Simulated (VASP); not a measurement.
# Sn3Mo2 (Pm-3m) in VASP: notebook, part 2 of 2

VASP 6.6.1.

### Step 4. Relaxation of cell and atoms, PBE

Input file INCAR:

```
PREC = Accurate ; ENCUT = 600
EDIFF = 1E-6 ; ISMEAR = 0
SIGMA = 0.1 ; LREAL = False
LASPH = True ; NELM = 100
ALGO = Normal ; ISIF = 3
LWAVE = False ; LCHARG = False
GGA = PE ; IBRION = 2
NSW = 90 ; EDIFFG = -0.04
```

Input file KPOINTS:

```
regular mesh
0
Gamma
  4 4 4
```

Input file POSCAR:

```
Sn3Mo2
1.0
    4.9632197100      0.0000000000      0.0000000000
    0.0000000000      4.9632197100      0.0000000000
    0.0000000000      0.0000000000      4.9632197100
Sn Mo
3 2
Direct
    0.0000000000      0.5000000000      0.5000000000
    0.5000000000      0.0000000000      0.5000000000
    0.5000000000      0.5000000000      0.0000000000
    0.0000000000      0.0000000000      0.0000000000
    0.5000000000      0.5000000000      0.5000000000
```

Potentials or basis: VASP PAW PBE potentials, release 64 (Sn_d, Mo_sv).

Run with:

```sh
cat potpaw_PBE.64/Sn_d/POTCAR potpaw_PBE.64/Mo_sv/POTCAR > POTCAR
mpirun -np 1 vasp_std > vasp.out
```

OUTCAR:

```text
PREC = Accurate
   ENCUT = 600
   EDIFF = 1E-6
   ISMEAR = 0
   LREAL = False
   LASPH = True
   NELM = 100
   ISIF = 3
   GGA = PE
   IBRION = 2
   NSW = 90
   EDIFFG = -0.04

 ion  position               nearest neighbor table
   1  0.000  0.500  0.500-   5 2.48   5 2.48   4 3.51   2 3.51   3 3.51   4 3.51   2 3.51   4 3.51
                             4 3.51   2 3.51   3 3.51   3 3.51   3 3.51   2 3.51
   2  0.500  0.000  0.500-   5 2.48   5 2.48   4 3.51   1 3.51   3 3.51   4 3.51   1 3.51   3 3.51
                             3 3.51   3 3.51   1 3.51   4 3.51   4 3.51   1 3.51
   3  0.500  0.500  0.000-   5 2.48   5 2.48   4 3.51   1 3.51   1 3.51   2 3.51   2 3.51   2 3.51
                             4 3.51   2 3.51   1 3.51   4 3.51   1 3.51   4 3.51
   4  0.000  0.000  0.000-   1 3.51   2 3.51   3 3.51   1 3.51   2 3.51   1 3.51   3 3.51   1 3.51
                             2 3.51   3 3.51   2 3.51   3 3.51
   5  0.500  0.500  0.500-   1 2.48   2 2.48   3 2.48   3 2.48   2 2.48   1 2.48

  LATTYP: Found a simple cubic cell.
 ALAT       =     4.9632197100

  Lattice vectors:

 A1 = (   4.9632197100,   0.0000000000,   0.0000000000)
 A2 = (   0.0000000000,   4.9632197100,   0.0000000000)
 A3 = (   0.0000000000,   0.0000000000,   4.9632197100)

Analysis of symmetry for initial positions (statically):
=====================================================================
 Subroutine PRICEL returns:
 Original cell was already a primitive cell.

 Routine SETGRP: Setting up the symmetry group for a
 simple cubic supercell.

 Subroutine GETGRP returns: Found 48 space group operations
 (whereof 48 operations were pure point group operations)
 out of a pool of 48 trial point group operations.

The static configuration has the point symmetry O_h .

Analysis of symmetry for dynamics (positions and initial velocities):
=====================================================================
 Subroutine PRICEL returns:
 Original cell was already a primitive cell.

 Routine SETGRP: Setting up the symmetry group for a
 simple cubic supercell.
[... 120 lines left out ...]
   LORBIT       =      0    0 simple, 1 ext, 2 COOP (PROOUT), +10 PAW based schemes
   GGA     = PE    functional components
   LHFCALC =     F    Hartree Fock is set to
   AEXX    =    0.0000 exact exchange contribution
   IVDW    =     0    specifies the selected vdW correction
   LEPSILON=     F    determine dielectric tensor
   LRPA    =     F    only Hartree local field effects (RPA)
 conjugate gradient relaxation of ions
 non-spin polarized calculation
 Gauss-broadening in eV      SIGMA  =   0.10
  energy-cutoff  :      600.00
  volume of cell :      122.26
 maximum number of plane-waves:      4116
 NGX is ok and might be reduce to    40
   NGX = 19   NGY = 19   NGZ = 19

--------------------------------------- Ionic step        1  -------------------------------------------

 number of electron      69.9999985 magnetization

 Free energy of the ion-electron system (eV)
  ---------------------------------------------------
  ext. energy  EPLUGINS =         0.00000000
  ---------------------------------------------------
  free energy    TOTEN  =       -25.63390551 eV

  energy without entropy =      -25.55369416  energy(sigma->0) =      -25.59379983

------------------------ aborting loop because EDIFF is reached ----------------------------------------

  FORCE on cell =-STRESS in cart. coord.  units (eV):
  Direction    XX          YY          ZZ          XY          YZ          ZX
  --------------------------------------------------------------------------------------
  -------------------------------------------------------------------------------------
  Total        7.0200730      7.0200730      7.0200730     -0.0000000      0.0000000     -0.0000000
  in kB       91.9944670     91.9944670     91.9944670     -0.0000000      0.0000000     -0.0000000
  external PRESSURE =      91.9944670 kB  Pullay stress =       0.0000000 kB
[... 26 lines left out ...]
--------------------------------------- Ionic step        2  -------------------------------------------

 number of electron      70.0000044 magnetization

 E-fermi :   6.1027     XC(G=0):  -9.7808

 val. band max:        6.1023569226   @ k =   0.5000   0.2500   0.0000
 cond. band min:       6.1034440700   @ k =   0.5000   0.2500   0.2500
 fundamental gap:      0.0010871474
 Fermi energy:         6.1026725144

 k-point     1 :       0.0000    0.0000    0.0000
  band No.  band energies     occupation
      1     -54.7671      2.00000
      2     -54.5218      2.00000
      3     -28.8491      2.00000
      4     -28.8491      2.00000
      5     -28.8491      2.00000
      6     -28.6913      2.00000
[... 477 lines left out ...]
--------------------------------------- Ionic step        3  -------------------------------------------

 number of electron      69.9999970 magnetization

 Free energy of the ion-electron system (eV)
  ---------------------------------------------------
  ext. energy  EPLUGINS =         0.00000000
  ---------------------------------------------------
  free energy    TOTEN  =       -25.99310465 eV

  energy without entropy =      -25.89850447  energy(sigma->0) =      -25.94580456

 E-fermi :   7.0546     XC(G=0): -10.1893

 val. band max:        7.0525007271   @ k =   0.5000   0.2500   0.2500
 cond. band min:       7.0575101837   @ k =   0.5000   0.2500   0.0000
 fundamental gap:      0.0050094565
 Fermi energy:         7.0546272916

 k-point     1 :       0.0000    0.0000    0.0000
  band No.  band energies     occupation
      1     -53.8085      2.00000
      2     -53.4789      2.00000
      3     -27.8923      2.00000
      4     -27.8923      2.00000
      5     -27.8923      2.00000
      6     -27.7035      2.00000
[... 471 lines left out ...]
  FREE ENERGIE OF THE ION-ELECTRON SYSTEM (eV)
  ---------------------------------------------------
  free  energy   TOTEN  =       -25.9931046529 eV

  energy  without entropy=      -25.8985044681  energy(sigma->0) =      -25.94580456

 reached required accuracy - stopping structural energy minimisation
```

OSZICAR:

```text
N       E                     dE             d eps       ncg     rms          rms(c)
DAV:   1     0.994684584719E+03    0.99468E+03   -0.37805E+04   906   0.266E+03
DAV:   2     0.103658143504E+03   -0.89103E+03   -0.87440E+03   848   0.733E+02
DAV:   3    -0.211712524805E+02   -0.12483E+03   -0.12235E+03   962   0.240E+02
DAV:   4    -0.291862292861E+02   -0.80150E+01   -0.78027E+01  1012   0.593E+01
[... 39 lines left out ...]
DAV:   9    -0.259931031070E+02    0.48174E-03   -0.19714E-03   930   0.144E-01    0.484E-02
DAV:  10    -0.259931062793E+02   -0.31723E-05   -0.15472E-04  1130   0.669E-02    0.224E-02
DAV:  11    -0.259931072205E+02   -0.94123E-06   -0.46880E-05   864   0.241E-02    0.143E-02
DAV:  12    -0.259931049856E+02    0.22350E-05   -0.19060E-05   862   0.149E-02    0.327E-03
DAV:  13    -0.259931046529E+02    0.33267E-06   -0.77739E-07   464   0.438E-03
   3 F= -.25993105E+02 E0= -.25945805E+02  d E =-.359199E+00
```

Wall time 84 s (1 thread of Intel Xeon 6975P-C (Granite Rapids), shared host); peak memory 0.27 GiB.

What came out:

```
Free energy                           : -25.9931 eV
Relaxed volume                        : 27.24 Å³/atom
Relaxed cell                          : a = 5.145 Å, b = 5.145 Å, c = 5.145 Å, α = 90.00°, β = 90.00°, γ = 90.00°
Space group after relaxing (to 0.1 Å) : Pm-3m (No. 221)
Energy gained by relaxing             : 71.8 meV/atom
Ionic steps                           : 3
Pressure after relaxing               : -0.1 GPa
Band gap on the k mesh                : zero (bands 35 and 36 overlap by 0.12 eV)
```

Step by step:
```csv
step,energy change (eV),largest force (eV/Å),pressure (GPa),volume (Å³)
1,0.0000,0.0000,9.20,122.26
2,-0.1459,0.0000,-4.93,148.83
3,-0.3592,0.0000,-0.06,136.19
```

Final structure:
```xyz
5
Lattice="5.1450 0.0000 0.0000 0.0000 5.1450 0.0000 0.0000 0.0000 5.1450" Properties=species:S:1:pos:R:3 pbc="T T T"
Sn    0.0000    2.5725    2.5725
Sn    2.5725    0.0000    2.5725
Sn    2.5725    2.5725    0.0000
Mo    0.0000    0.0000    0.0000
Mo    2.5725    2.5725    2.5725
```

Levels at points of the mesh, in eV from the Fermi level:
```tsv
k point	band 33	band 34	band 35	band 36	band 37	band 38
(0.00, 0.00, 0.00)	-0.45	-0.45	0.06	0.06	0.06	0.41
(0.50, 0.00, 0.00)	-1.11	-0.78	-0.24	0.07	0.66	0.66
(0.50, 0.50, 0.00)	-0.22	-0.10	0.03	0.03	0.10	0.10
(0.50, 0.50, 0.50)	-0.41	0.02	0.02	0.24	0.24	0.24
```

Caveat: spin-orbit coupling is left out, which moves the levels of the heavy elements.

### Step 5. Single point, PBE, collinear spin

This run uses another cell than the first one, of 27.20 Å³/atom.

Input file INCAR:

```
SYSTEM = Sn3Mo2
ALGO = Fast ; EDIFF = 1E-6
ENCUT = 520 ; GGA = PE
ISIF = 2 ; ISMEAR = 0
ISPIN = 2 ; LASPH = .True.
LCHARG = .True. ; LELF = .True.
LMAXMIX = 4 ; LORBIT = 11
LREAL = .False. ; LVHAR = .True.
LWAVE = .False. ; MAGMOM = 0 0 0 1 1
NBANDS = 47 ; NELM = 150
PREC = Accurate ; SIGMA = 0.1
```

Input file KPOINTS:

```
k-points
0
Gamma
  4 4 4
  0 0 0
```

Changes to POSCAR since step 4:

```diff
@@ -2,5 +2,5 @@
 1.0
-    4.9632197100      0.0000000000      0.0000000000
-    0.0000000000      4.9632197100      0.0000000000
-    0.0000000000      0.0000000000      4.9632197100
+    5.1423880555      0.0000000000      0.0000000000
+    0.0000000000      5.1423880555      0.0000000000
+    0.0000000000      0.0000000000      5.1423880555
 Sn Mo
```

Run with:

```sh
cat potpaw_PBE.64/Sn_d/POTCAR potpaw_PBE.64/Mo_sv/POTCAR > POTCAR
mpirun -np 1 vasp_std > vasp.out
```

Wall time 85 s (1 thread of Intel Xeon 6975P-C (Granite Rapids), shared host); peak memory 0.33 GiB.

The run converged. Its results:

```yaml
Free_energy: -27.6888 eV
Pressure: 3.8 GPa
Net_moment: 5.26 μB per cell
Site_moments: Sn +0.01; Mo +3.71, +0.57 μB
Valence_electrons_inside_the_program's_atomic_spheres: Sn 12.31; Mo 12.10, 12.76
```

Levels at points of the mesh, in eV from the Fermi level:
Spin up:
| k point | band 36 | band 37 | band 38 | band 39 | band 40 | band 41 |
| --- | --- | --- | --- | --- | --- | --- |
| (0.00, 0.00, 0.00) | -0.51 | -0.51 | -0.20 | 1.59 | 1.59 | 1.59 |
| (0.50, 0.00, 0.00) | -0.77 | 0.07 | 0.07 | 1.88 | 2.09 | 2.09 |
| (0.50, 0.50, 0.00) | -0.62 | -0.10 | -0.06 | -0.06 | 0.00 | 3.03 |
| (0.50, 0.50, 0.50) | -0.85 | -0.85 | -0.85 | 0.91 | 0.91 | 0.91 |
Spin down:
```
           k point  band 30  band 31  band 32  band 33  band 34  band 35
(0.00, 0.00, 0.00)    -0.49    -0.49    -0.49     0.84     0.84     1.34
(0.50, 0.00, 0.00)    -1.79    -1.79    -0.81    -0.59    -0.37     1.35
(0.50, 0.50, 0.00)    -2.03    -2.03    -0.05     0.18     0.18     0.81
(0.50, 0.50, 0.50)    -3.66    -2.34    -2.34     0.59     1.47     1.47
```

Caveat: the cell stands under pressure; spin-orbit coupling is left out, which moves the levels of the heavy elements.

### Step 6. Overview

```tsv
task	spin	cell	cutoff (eV)	gap on the mesh (eV)	pressure (GPa)
single point	off	a = 4.963 Å, 5 atoms	520	none	9.2
single point	off	a = 5.142 Å, 5 atoms	520	none	0.1
relaxation of cell and atoms	off	relaxed from a = 4.963 Å, 5 atoms	600	none	-0.1
single point	collinear	a = 5.142 Å, 5 atoms	520	none	3.8
```

Alike in all rows: level PBE; potentials or basis VASP PAW PBE potentials, release 64 (Sn_d, Mo_sv); k mesh 4 × 4 × 4; smearing gaussian 0.1 eV.

Caveats: spin-orbit coupling is left out, which moves the levels of the heavy elements; the cell stands under pressure (at least some runs).

Total energies depend on the potentials used, so only differences within one code and one set of settings carry meaning.
